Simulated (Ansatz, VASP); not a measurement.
**Two plane-wave programs on CdTe**

File POSCAR:

```
CdTe
1.0
    0.0000000000      3.2799012490      3.2799012490
    3.2799012490      0.0000000000      3.2799012490
    3.2799012490      3.2799012490      0.0000000000
Cd Te
1 1
Direct
    0.0000000000      0.0000000000      0.0000000000
    0.2500000000      0.2500000000      0.2500000000
```

The input INCAR.step1:

```
PREC = Accurate ; ENCUT = 520
ISMEAR = 0 ; SIGMA = 0.01
LREAL = False ; LASPH = True
NELM = 60 ; NBANDS = 16
GGA = PE ; ALGO = Normal
EDIFF = 1E-4 ; LWAVE = True
LCHARG = False
```

The input INCAR.step2:

```
PREC = Accurate ; ENCUT = 520
EDIFF = 1E-7 ; ISMEAR = 0
SIGMA = 0.01 ; LREAL = False
LASPH = True ; NELM = 60
ALGO = Normal ; ISIF = 2
LWAVE = False ; LCHARG = True
METAGGA = R2SCAN ; LMIXTAU = True
LELF = True ; LVHAR = True
NBANDS = 16 ; ISTART = 1
```

File KPOINTS:

```
regular mesh
0
Gamma
  6 6 6
```

Input for Ansatz:

```yaml
crystal:
  lattice:
    - [0.0, 3.279901249, 3.279901249]
    - [3.279901249, 0.0, 3.279901249]
    - [3.279901249, 3.279901249, 0.0]
  atoms:
    - { symbol: Cd, position: [0.0, 0.0, 0.0] }
    - { symbol: Te, position: [0.25, 0.25, 0.25] }
kpoints:
  mp_grid: { grid: [6, 6, 6] }
  band_path:
    path:
      - [0.0, 0.0, 0.0]
      - [-0.5, -0.5, 0.0]
      - [-0.375, -0.375, 0.25]
      - [-0.375, 0.0, 0.375]
      - [0.0, 0.0, 0.5]
      - [-0.5, -0.25, 0.25]
    npoints: 1
hamiltonian:
  xc: r2scan
scf:
  occupations: { method: fixed }
  n_extra_bands: 4
output:
  forces: true
  stress: true
  eigenvalues: true
```

Alike in both runs: task single point; functional r2SCAN; k mesh 6 × 6 × 6; no spin polarisation.

|  | VASP | Ansatz |
| --- | --- | --- |
| version | VASP 6.6.1 | Ansatz 0.2.0 |
| potentials or method | VASP PAW PBE potentials, release 64 (Cd, Te) | plane waves, PAW |
| plane-wave cutoff (eV) | 520 | 500 |
| occupations | gaussian, width 0.01 eV | fixed |
| valence electrons in the cell | 18 | 36 |

```tsv
	VASP	Ansatz	Ansatz less VASP
gap on the k mesh at the Fermi level (eV)	1.15	1.16	+0.008
pressure (GPa)	0.1	0.0	-0.10
```

VASP's potentials were made for PBE, not for r2SCAN. VASP's potentials hold 18 valence electrons a cell and Ansatz's 36, so a difference there can come from the potentials and not from the codes.

Neither program's run includes spin-orbit coupling.
